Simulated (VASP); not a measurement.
# SiO2 (P4_2/mnm) in VASP: further runs

Runs on SiO2. Level: PBE. Tasks: single point.

Everything below comes from runs of VASP 6.6.1. Logs are shortened: lines on timing, memory, paths and dates and some standing lists are left out, and cuts for length are marked.

**1. The cell of the first run**

Symmetry: P4_2/mnm, No. 136, tetragonal system. The conventional cell has a = 4.410 Å, b = 4.410 Å, c = 2.482 Å, α = 90.00°, β = 90.00°, γ = 90.00°. Within 2.3 Å of Si (site symmetry mmm) lie 6 O at 1.73 to 1.91 Å. Within 2.3 Å of O (site symmetry m2m) lie 3 Si at 1.73 to 1.91 Å.

**2. Single point, PBE (8.04 Å³/atom)**

Contents of INCAR:

```
SYSTEM = SiO2
PREC = Accurate
ENCUT = 520
EDIFF = 1E-6
ISMEAR = 0
SIGMA = 0.05
LREAL = .False.
LASPH = .True.
NELM = 100
ALGO = Normal
ISIF = 2
LWAVE = .False.
LCHARG = .True.
GGA = PE
LELF = .True.
LVHAR = .True.
NBANDS = 25
```

Contents of KPOINTS:

```
Automatic mesh
0
Gamma
  6 6 10
  0 0 0
```

Contents of POSCAR:

```
SiO2
1.0
    4.4095122067      0.0000000000      0.0000000000
    0.0000000000      4.4095122067      0.0000000000
    0.0000000000      0.0000000000      2.4821144212
Si O
2 4
Direct
    0.5000000000      0.5000000000      0.5000000000
    0.0000000000      0.0000000000      0.0000000000
    0.6930127928      0.6930127928      0.0000000000
    0.1930127928      0.8069872072      0.5000000000
    0.3069872072      0.3069872072      0.0000000000
    0.8069872072      0.1930127928      0.5000000000
```

Potentials or basis: VASP PAW PBE potentials, release 64 (Si, O).

Started as:

```sh
$ cat potpaw_PBE.64/Si/POTCAR potpaw_PBE.64/O/POTCAR > POTCAR
$ mpirun -np 1 vasp_std > vasp.out
```

OUTCAR:

```text
SYSTEM = SiO2
   PREC = Accurate
   ENCUT = 520
   EDIFF = 1E-6
   ISMEAR = 0
   LREAL = .False.
   LASPH = .True.
   NELM = 100
   ISIF = 2
   GGA = PE

 ion  position               nearest neighbor table
   1  0.500  0.500  0.500-   3 1.73   5 1.73   3 1.73   5 1.73   4 1.91   6 1.91
   2  0.000  0.000  0.000-   4 1.73   6 1.73   4 1.73   6 1.73   5 1.91   3 1.91
   3  0.693  0.693  0.000-   1 1.73   1 1.73   2 1.91
   4  0.193  0.807  0.500-   2 1.73   2 1.73   1 1.91
   5  0.307  0.307  0.000-   1 1.73   1 1.73   2 1.91
   6  0.807  0.193  0.500-   2 1.73   2 1.73   1 1.91

  LATTYP: Found a simple tetragonal cell.
 ALAT       =     4.4095122067
 C/A-ratio  =     0.5629000000

  Lattice vectors:

 A1 = (   4.4095122067,   0.0000000000,   0.0000000000)
 A2 = (   0.0000000000,   4.4095122067,   0.0000000000)
 A3 = (   0.0000000000,   0.0000000000,   2.4821144212)

Analysis of symmetry for initial positions (statically):
=====================================================================
 Subroutine PRICEL returns:
 Original cell was already a primitive cell.

 Routine SETGRP: Setting up the symmetry group for a
 simple tetragonal supercell.

 Subroutine GETGRP returns: Found 16 space group operations
 (whereof  8 operations were pure point group operations)
 out of a pool of 16 trial point group operations.

The static configuration has the point symmetry D_2h.
 The point group associated with its full space group is D_4h.

Analysis of symmetry for dynamics (positions and initial velocities):
=====================================================================
 Subroutine PRICEL returns:
 Original cell was already a primitive cell.

 Routine SETGRP: Setting up the symmetry group for a
 simple tetragonal supercell.

 Subroutine GETGRP returns: Found 16 space group operations
 (whereof  8 operations were pure point group operations)
 out of a pool of 16 trial point group operations.

The dynamic configuration has the point symmetry D_2h.
 The point group associated with its full space group is D_4h.

 Subroutine INISYM returns: Found 16 space group operations
 (whereof  8 operations are pure point group operations),
 and found     1 'primitive' translations

----------------------------------------------------------------------------------------

                                     Primitive cell

  volume of cell :      48.2617

  direct lattice vectors                    reciprocal lattice vectors
     4.409512207  0.000000000  0.000000000     0.226782454  0.000000000  0.000000000
     0.000000000  4.409512207  0.000000000     0.000000000  0.226782454  0.000000000
     0.000000000  0.000000000  2.482114421     0.000000000  0.000000000  0.402882313

  length of vectors
     4.409512207  4.409512207  2.482114421     0.226782454  0.226782454  0.402882313

  position of ions in fractional coordinates (direct lattice)
     0.500000000  0.500000000  0.500000000
     0.000000000  0.000000000  0.000000000
     0.693012793  0.693012793  0.000000000
     0.193012793  0.806987207  0.500000000
     0.306987207  0.306987207  0.000000000
     0.806987207  0.193012793  0.500000000

  ion indices of the primitive-cell ions
   primitive index   ion index
                 1           1
                 2           2
                 3           3
                 4           4
                 5           5
                 6           6

----------------------------------------------------------------------------------------

 KPOINTS: Automatic mesh

Automatic generation of k-mesh.
 Grid dimensions read from file:
 generate k-points for:    6    6   10

 Generating k-lattice:

  Cartesian coordinates                     Fractional coordinates (reciprocal lattice)
     0.037797076  0.000000000  0.000000000     0.166666667  0.000000000  0.000000000
     0.000000000  0.037797076  0.000000000     0.000000000  0.166666667  0.000000000
     0.000000000  0.000000000  0.040288231     0.000000000  0.000000000  0.100000000

  Length of vectors
     0.037797076  0.037797076  0.040288231

  Shift w.r.t. Gamma in fractional coordinates (k-lattice)
     0.000000000  0.000000000  0.000000000

 Subroutine IBZKPT returns following result:
 ===========================================

 Found     60 irreducible k-points:

 Following reciprocal coordinates:
            Coordinates               Weight
  0.000000  0.000000  0.000000      1.000000
  0.166667  0.000000  0.000000      4.000000
  0.333333  0.000000  0.000000      4.000000
  0.500000  0.000000  0.000000      2.000000
  0.166667  0.166667  0.000000      4.000000
  0.333333  0.166667  0.000000      8.000000
[... 16 lines left out ...]
  0.333333  0.000000  0.200000      8.000000
  0.500000  0.000000  0.200000      4.000000
 [... further k-points ...]
   k-points           NKPTS =     60   k-points in BZ     NKDIM =     60   number of bands    NBANDS=     25
   number of dos      NEDOS =    301   number of ions     NIONS =      6
   total plane-waves  NPLWV =  23328
   dimension x,y,z NGX =    36 NGY =   36 NGZ =   18
   dimension x,y,z NGXF=    72 NGYF=   72 NGZF=   36
   ions per type =               2   4
   NGX,Y,Z   is equivalent  to a cutoff of  13.57, 13.57, 12.06 a.u.
   NGXF,Y,Z  is equivalent  to a cutoff of  27.15, 27.15, 24.11 a.u.
 SYSTEM =  SiO2
   PREC   = accura    normal or accurate (medium, high low for compatibility)
   ISTART =      0    job   : 0-new  1-cont  2-samecut
   ICHARG =      2    charge: 1-file 2-atom 10-const
   ISPIN  =      1    spin polarized calculation?
   LNONCOLLINEAR =      F non collinear calculations
   LSORBIT =      F    spin-orbit coupling
   LASPH  =      T    aspherical Exc in radial PAW
   ENCUT  =  520.0 eV  38.22 Ry    6.18 a.u.   8.20  8.20  4.62*2*pi/ulx,y,z
   NELM   =    100;   NELMIN=  2; NELMDL= -5     # of ELM steps
   EDIFF  = 0.1E-05   stopping-criterion for ELM
   LREAL  =      F    real-space projection
   EDIFFG = 0.1E-04   stopping-criterion for IOM
   NSW    =      0    number of steps for IOM
   IBRION =     -1    ionic relax: 0-MD 1-quasi-New 2-CG
   NFREE  =      0    steps in history (QN), initial steepest desc. (CG)
   ISIF   =      2    stress and relaxation
   ISYM   =      2    0-nonsym 1-usesym 2-fastsym
   POTIM  = 0.5000    time-step for ionic-motion
   TEBEG  =    0.0;   TEEND  =   0.0 temperature during run
   PSTRESS=    0.0 pullay stress
   NELECT =      32.0000    total number of electrons
   NUPDOWN=      -1.0000    fix difference up-down
   EMIN   =  10.00;   EMAX   =-10.00  energy-range for DOS
   EFERMI =   0.00;   METHOD = LEGACY
   ISMEAR =     0;   SIGMA  =   0.05  broadening in eV -4-tet -1-fermi 0-gaus
   EFERMI_NEDOS =   21; number of points for ismear=-14 and -15
   IALGO  =     38    algorithm
   IMIX   =      4    mixing-type and parameters
     AMIX     =   0.40;   BMIX     =  1.00
     AMIX_MAG =   1.60;   BMIX_MAG =  1.00
  volume/ion in A,a.u.               =       8.04        54.28
  Fermi-wavevector in a.u.,A,eV,Ry     =   1.427547  2.697673 27.727197  2.037891
  Thomas-Fermi vector in A             =   2.547705
   LORBIT       =      0    0 simple, 1 ext, 2 COOP (PROOUT), +10 PAW based schemes
   GGA     = PE    functional components
   LHFCALC =     F    Hartree Fock is set to
   AEXX    =    0.0000 exact exchange contribution
   IVDW    =     0    specifies the selected vdW correction
   LEPSILON=     F    determine dielectric tensor
   LRPA    =     F    only Hartree local field effects (RPA)
 non-spin polarized calculation
 Gauss-broadening in eV      SIGMA  =   0.05
  energy-cutoff  :      520.00
  volume of cell :       48.26
 maximum number of plane-waves:      1312
 NGX is ok and might be reduce to    36
   NGX = 17   NGY = 17   NGZ =  9

 number of electron      31.9999977 magnetization

 Free energy of the ion-electron system (eV)
  ---------------------------------------------------
  ext. energy  EPLUGINS =         0.00000000
  ---------------------------------------------------
  free energy    TOTEN  =       -45.58036776 eV

  energy without entropy =      -45.58036776  energy(sigma->0) =      -45.58036776

 E-fermi :   7.6754     XC(G=0): -12.0272

 val. band max:        7.3945758007   @ k =   0.0000   0.0000   0.0000
 cond. band min:      12.6556075526   @ k =   0.0000   0.0000   0.0000
 fundamental gap:      5.2610317519
 Fermi energy:         7.6753806994

 k-point     1 :       0.0000    0.0000    0.0000
  band No.  band energies     occupation
      1     -14.7594      2.00000
      2     -11.6300      2.00000
      3     -11.5549      2.00000
      4     -11.5549      2.00000
      5      -3.0825      2.00000
      6       0.8034      2.00000
[... 17 lines left out ...]
     24      21.2925      0.00000
     25      21.6854      0.00000

 k-point     2 :       0.1667    0.0000    0.0000
  band No.  band energies     occupation
      1     -14.6363      2.00000
      2     -12.2514      2.00000
      3     -11.4948      2.00000
      4     -11.1714      2.00000
      5      -2.9438      2.00000
      6       0.1343      2.00000
[... 17 lines left out ...]
     24      21.4831      0.00000
     25      21.7494      0.00000

 k-point     3 :       0.3333    0.0000    0.0000
  band No.  band energies     occupation
      1     -14.2766      2.00000
      2     -13.0038      2.00000
      3     -11.3367      2.00000
      4     -11.0481      2.00000
      5      -2.5229      2.00000
      6      -0.9033      2.00000
[... 17 lines left out ...]
     24      21.5592      0.00000
     25      22.0368      0.00000

 k-point     4 :       0.5000    0.0000    0.0000
  band No.  band energies     occupation
      1     -13.7120      2.00000
      2     -13.7120      2.00000
      3     -11.1487      2.00000
      4     -11.1487      2.00000
      5      -1.8275      2.00000
      6      -1.8275      2.00000
[... 17 lines left out ...]
     24      21.2727      0.00000
     25      22.5848      0.00000

 k-point     5 :       0.1667    0.1667    0.0000
  band No.  band energies     occupation
      1     -14.5170      2.00000
      2     -12.4389      2.00000
      3     -11.6148      2.00000
      4     -11.0599      2.00000
      5      -2.7764      2.00000
      6       0.1395      2.00000
[... 17 lines left out ...]
     24      21.6741      0.00000
     25      21.7484      0.00000

 k-point     6 :       0.3333    0.1667    0.0000
  band No.  band energies     occupation
      1     -14.1706      2.00000
      2     -12.9965      2.00000
      3     -11.5267      2.00000
      4     -11.0908      2.00000
      5      -2.2919      2.00000
      6      -0.6405      2.00000
[... 17 lines left out ...]
     24      21.4822      0.00000
     25      22.3013      0.00000
[... 393 lines left out ...]
 k-point    21 :       0.0000    0.0000    0.2000
  band No.  band energies     occupation
      1     -14.1538      2.00000
      2     -11.3667      2.00000
      3     -11.1877      2.00000
      4     -11.1877      2.00000
      5      -2.7059      2.00000
      6       1.3320      2.00000
[... 17 lines left out ...]
     24      21.6680      0.00000
     25      21.6680      0.00000

 k-point    22 :       0.1667    0.0000    0.2000
  band No.  band energies     occupation
      1     -14.0377      2.00000
      2     -11.8581      2.00000
      3     -11.1389      2.00000
      4     -10.9093      2.00000
      5      -2.5201      2.00000
      6       0.5680      2.00000
[... 17 lines left out ...]
     24      21.4835      0.00000
     25      21.6179      0.00000

 k-point    23 :       0.3333    0.0000    0.2000
  band No.  band energies     occupation
      1     -13.7004      2.00000
      2     -12.5282      2.00000
      3     -11.0126      2.00000
      4     -10.7989      2.00000
      5      -2.0182      2.00000
      6      -0.4154      2.00000
[... 17 lines left out ...]
     24      21.3458      0.00000
     25      21.6855      0.00000

 k-point    24 :       0.5000    0.0000    0.2000
  band No.  band energies     occupation
      1     -13.1759      2.00000
      2     -13.1759      2.00000
      3     -10.8679      2.00000
      4     -10.8679      2.00000
      5      -1.2971      2.00000
      6      -1.2971      2.00000
[... 17 lines left out ...]
     24      21.5528      0.00000
     25      21.7879      0.00000

 [... further k-points ...]
[... 5 lines left out ...]
  --------------------------------------------------------------------------------------
  -------------------------------------------------------------------------------------
  Total       -3.4865736     -3.4865736     15.5368742     -0.0000000      0.0000000      0.0000000
  in kB     -115.7461428   -115.7461428    515.7881210     -0.0000000      0.0000000      0.0000000
  external PRESSURE =      94.7652784 kB  Pullay stress =       0.0000000 kB

 VOLUME and BASIS-vectors are now :
 -----------------------------------------------------------------------------
  energy-cutoff  :      520.00
  volume of cell :       48.26
      direct lattice vectors                 reciprocal lattice vectors
     4.409512207  0.000000000  0.000000000     0.226782454  0.000000000  0.000000000
     0.000000000  4.409512207  0.000000000     0.000000000  0.226782454  0.000000000
     0.000000000  0.000000000  2.482114421     0.000000000  0.000000000  0.402882313

 POSITION                                       TOTAL-FORCE (eV/Angst)
 -----------------------------------------------------------------------------------
      2.20476      2.20476      1.24106         0.000000      0.000000      0.000000
      0.00000      0.00000      0.00000         0.000000      0.000000      0.000000
      3.05585      3.05585      0.00000        -0.611938     -0.611938     -0.000000
      0.85109      3.55842      1.24106        -0.611938      0.611938      0.000000
      1.35366      1.35366      0.00000         0.611938      0.611938      0.000000
      3.55842      0.85109      1.24106         0.611938     -0.611938     -0.000000
 -----------------------------------------------------------------------------------
    total drift:                                0.000000      0.000000     -0.000000

  FREE ENERGIE OF THE ION-ELECTRON SYSTEM (eV)
  ---------------------------------------------------
  free  energy   TOTEN  =       -45.5803677628 eV

  energy  without entropy=      -45.5803677628  energy(sigma->0) =      -45.58036776
```

Wall time 31 s (1 thread of AMD EPYC 9R45 (Zen 5), shared host); peak memory 0.16 GiB.

Results:

| Property | Result |
| --- | --- |
| Free energy | -45.5804 eV |
| Pressure | 9.5 GPa |
| Largest force | 0.865 eV/Å |
| Band gap on the k mesh | 5.26 eV |

Forces in eV/Å, atoms in the order of the input:
```
Si   0.000  0.000  0.000
Si   0.000  0.000  0.000
O   -0.612 -0.612  0.000
O   -0.612  0.612  0.000
O    0.612  0.612  0.000
O    0.612 -0.612  0.000
```

Levels at points of the mesh, in eV from the valence-band top:
```csv
k point,band 14,band 15,band 16,band 17,band 18,band 19
"(0.00, 0.00, 0.00)",-0.90,-0.90,0.00,5.26,8.83,9.67
"(0.50, 0.00, 0.00)",-1.77,-1.14,-1.14,7.82,7.82,10.30
"(0.50, 0.50, 0.00)",-2.22,-2.14,-2.14,8.00,8.00,10.87
"(0.00, 0.00, 0.50)",-2.38,-2.33,-2.33,8.53,8.53,11.38
"(0.50, 0.00, 0.50)",-2.21,-1.47,-1.47,8.32,8.32,8.63
"(0.50, 0.50, 0.50)",-1.78,-1.30,-1.30,6.58,6.58,10.40
```

Caveat: the stress differs along the axes, from -12 to 52 GPa. A k mesh can miss the band edges.

**3. Single point, PBE (8.04 Å³/atom)**

Contents of INCAR:

```
SYSTEM = SiO2
PREC = Accurate
ENCUT = 520
EDIFF = 1E-6
ISMEAR = 0
SIGMA = 0.05
LREAL = .FALSE.
LASPH = .TRUE.
NELM = 60
ALGO = Normal
ISIF = 2
LWAVE = .FALSE.
LCHARG = .TRUE.
GGA = PE
LELF = .TRUE.
LVHAR = .TRUE.
NBANDS = 25
```

Contents of KPOINTS:

```
regular mesh
0
G
  6 6 10
  0 0 0
```

POSCAR, as its differences from that of step 2:

```diff
@@ -2,5 +2,5 @@
 1.0
-    4.4095122067      0.0000000000      0.0000000000
-    0.0000000000      4.4095122067      0.0000000000
-    0.0000000000      0.0000000000      2.4821144212
+    4.3219757770      0.0000000000      0.0000000000
+    0.0000000000      4.3219757770      0.0000000000
+    0.0000000000      0.0000000000      2.5836771195
 Si O
```

Potentials or basis: VASP PAW PBE potentials, release 64 (Si, O).

Started as:

```sh
$ cat potpaw_PBE.64/Si/POTCAR potpaw_PBE.64/O/POTCAR > POTCAR
$ mpirun -np 1 vasp_std > vasp.out
```

Wall time 25 s (1 thread of AMD EPYC 9R45 (Zen 5), shared host); peak memory 0.15 GiB.

The run converged. Its results:

* Free energy: -46.1366 eV
* Pressure: 4.1 GPa
* Largest force: 0.412 eV/Å
* Band gap on the k mesh: 5.22 eV

Forces in eV/Å, atoms in the order of the input:
```
Si   0.000  0.000  0.000
Si   0.000  0.000  0.000
O   -0.291 -0.291  0.000
O   -0.291  0.291  0.000
O    0.291  0.291  0.000
O    0.291 -0.291  0.000
```

Stress tensor (GPa, compression positive):
```
-5.84  0.00  0.00
 0.00 -5.84  0.00
 0.00  0.00 23.89
```

Levels at points of the mesh, in eV from the valence-band top:
```tsv
k point	band 12	band 13	band 14	band 15	band 16	band 17	band 18	band 19	band 20	band 21
(0.00, 0.00, 0.00)	-2.63	-2.14	-0.89	-0.89	0.00	5.22	7.64	9.09	9.09	11.06
(0.50, 0.00, 0.00)	-3.70	-2.28	-2.28	-1.10	-1.10	7.72	7.72	9.76	9.76	10.41
(0.50, 0.50, 0.00)	-2.71	-2.37	-2.37	-2.31	-2.31	7.56	7.56	10.50	10.50	11.99
(0.00, 0.00, 0.50)	-4.49	-2.64	-2.64	-2.52	-2.52	8.56	8.56	11.72	11.72	12.26
(0.50, 0.00, 0.50)	-3.76	-2.26	-2.26	-1.62	-1.62	8.35	8.35	8.99	8.99	12.12
(0.50, 0.50, 0.50)	-4.40	-1.81	-1.81	-1.43	-1.43	6.67	6.67	10.51	10.51	11.42
```

Caveat: the stress differs along the axes, from -6 to 24 GPa. A k mesh can miss the band edges.

(Continued in part 2 of 2.)
